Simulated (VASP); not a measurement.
SiGe2S:

```
CELL_PARAMETERS angstrom
3.81356 0.00000 0.00000
-1.90678 3.30264 0.00000
0.00000 0.00000 5.87381
ATOMIC_POSITIONS crystal
Si 0.00000 0.00000 0.00000
Ge 0.66667 0.33333 0.73390
Ge 0.66667 0.33333 0.26610
S 0.33333 0.66667 0.50000
```

```yaml
Program: VASP 6.6.1
Task: relaxation of cell and atoms
Functional: PBE
Potentials_or_basis: VASP PAW PBE potentials, release 64 (Si, Ge_d, S)
Cutoff: 600 eV
k_mesh: 6 × 6 × 4
Occupations: gaussian, width 0.1 eV
Spin: no spin polarisation
```

At the start: pressure 3.8 GPa; volume 18.49 Å³/atom.

Question: Where does the relaxation end?

Answer: Over 11 steps the energy falls by 177.0 meV/atom and the volume is 18.78 Å³/atom (+1.6 %); space group P-6m2 (No. 187, to 0.05 Å).

The path:
```
step  energy change (eV)  largest force (eV/Å)  pressure (GPa)  volume (Å³)
   1              0.0000                1.7101            3.84        73.98
   2             -0.3066                1.2491           -1.67        78.82
   3             -0.4167                0.7504           -5.41        83.53
   4             -0.5972                0.0833           -4.29        81.40
   5             -0.6253                0.3493           -3.44        80.24
   6             -0.6817                0.2222           -0.94        76.95
   7             -0.6871                0.1665            0.25        75.67
   8             -0.6946                0.1335            0.14        75.61
   9             -0.7070                0.0431           -0.15        75.42
  10             -0.7072                0.0679           -0.15        75.39
  11             -0.7078                0.0219            0.12        75.13
```

Final structure:
```
Si Ge S
1.0
     3.65471    0.00000    0.00000
    -1.82735    3.16507    0.00000
     0.00000    0.00000    6.49482
Si Ge S
1 2 1
Direct
  0.00000 0.00000 0.00000
  0.66667 0.33333 0.76956
  0.66667 0.33333 0.23044
  0.33333 0.66667 0.50000
```
